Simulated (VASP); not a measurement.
Write the native input for VASP 6.6.1 that does the following.

| Property | Result |
| --- | --- |
| Task | single point |
| Functional | PBE |
| Potentials or basis | VASP PAW PBE potentials, release 64 (Al, Ni, Pd) |
| Cutoff | 520 eV |
| k mesh | 12 × 12 × 8 |
| Occupations | gaussian, width 0.1 eV |
| Spin | no spin polarisation |
| Dipole correction | no |
| Further INCAR settings | ALGO = Fast; EDIFF = 1e-06; NBANDS = 28 |

The structure of Al3Ni2Pd lies in POSCAR:

```
Al3Ni2Pd
1.0
    4.1802304888      0.0000000000      0.0000000000
   -2.0901152444      3.6201857970      0.0000000000
    0.0000000000      0.0000000000      5.1489878806
Al Ni Pd
3 2 1
Direct
    0.3333333333      0.6666666667      0.1825061416
    0.6666666667      0.3333333333      0.8174938584
    0.0000000000      0.0000000000      0.5000000000
    0.3333333333      0.6666666667      0.6660003786
    0.6666666667      0.3333333333      0.3339996214
    0.0000000000      0.0000000000      0.0000000000
```

One way to write it, as run:

INCAR

```
  ALGO = Fast
  EDIFF = 1E-6
  ENCUT = 520
  GGA = PE
  ISIF = 2
  ISMEAR = 0
  LASPH = True
  LCHARG = False
  LREAL = False
  LWAVE = False
  NBANDS = 28
  NELM = 100
  PREC = Accurate
  SIGMA = 0.1
```

KPOINTS

```
k-points
0
Gamma
  12 12 8
```

Potentials or basis: VASP PAW PBE potentials, release 64 (Al, Ni, Pd).

Command:

```bash
$ cat potpaw_PBE.64/Al/POTCAR potpaw_PBE.64/Ni/POTCAR potpaw_PBE.64/Pd/POTCAR > POTCAR
$ mpirun -np 1 vasp_std > vasp.out
```

Results of the run:

```
Pressure               : 0.1 GPa
Largest force          : 0.008 eV/Å
Band gap on the k mesh : zero (an odd number of electrons rules out a gap without spin polarisation)
```

Wall time 110 s on 1 thread of Intel(R) Xeon(R) 6975P-C (Granite Rapids), on a shared host, peak memory 0.4 GiB.
